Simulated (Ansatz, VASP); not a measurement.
**RbBr in VASP and in Ansatz**

Contents of INCAR:

```
SYSTEM = RbBr
PREC     = Accurate       ! precision mode
ENCUT    = 520            ! plane-wave cutoff, eV
EDIFF    = 1E-7           ! SCF threshold, eV
ISMEAR   = 0              ! smearing method
SIGMA    = 0.01           ! smearing width, eV
LREAL    = .FALSE.        ! projectors in reciprocal space
LASPH    = .TRUE.         ! aspherical terms in the spheres
NELM     = 60             ! most SCF steps
ALGO     = Normal         ! electronic algorithm
ISIF     = 2              ! what is computed and relaxed
LWAVE    = .FALSE.        ! write WAVECAR
LCHARG   = .FALSE.        ! write CHGCAR
GGA      = PE             ! functional
NBANDS   = 15             ! bands
```

KPOINTS

```
Automatic mesh
0
G
  6 6 6
  0 0 0
```

The input POSCAR:

```
RbBr
1.0
    0.0000000000      3.4720972769      3.4720972769
    3.4720972769      0.0000000000      3.4720972769
    3.4720972769      3.4720972769      0.0000000000
Rb Br
1 1
Direct
    0.0000000000      0.0000000000      0.0000000000
    0.5000000000      0.5000000000      0.5000000000
```

Input for Ansatz:

```yaml
crystal:
  lattice:
    - [0.0, 3.4720972768917475, 3.4720972768917475]
    - [3.4720972768917475, 0.0, 3.4720972768917475]
    - [3.4720972768917475, 3.4720972768917475, 0.0]
  atoms:
    - { symbol: Rb, position: [0.0, 0.0, 0.0] }
    - { symbol: Br, position: [0.5, 0.5, 0.5] }
basis:
  ecutwfc: 571.4391111657479
kpoints:
  mp_grid:
    grid: [6, 6, 6]
hamiltonian:
  xc: pbe
scf:
  occupations:
    method: fixed
output:
  stress: true
```

Alike in both runs: task single point; functional PBE; k mesh 6 × 6 × 6; no spin polarisation.

|  | VASP | Ansatz |
| --- | --- | --- |
| version | VASP 6.6.1 | Ansatz 0.2.0 |
| potentials or method | VASP PAW PBE potentials, release 64 (Rb_sv, Br), cutoff 520 eV | plane waves, PAW |
| occupations | gaussian, width 0.01 eV | fixed |
| valence electrons in the cell | 16 | 16 |

|  | VASP | Ansatz | Ansatz less VASP |
| --- | --- | --- | --- |
| pressure (GPa) | 0.4 | 0.4 | -0.03 |
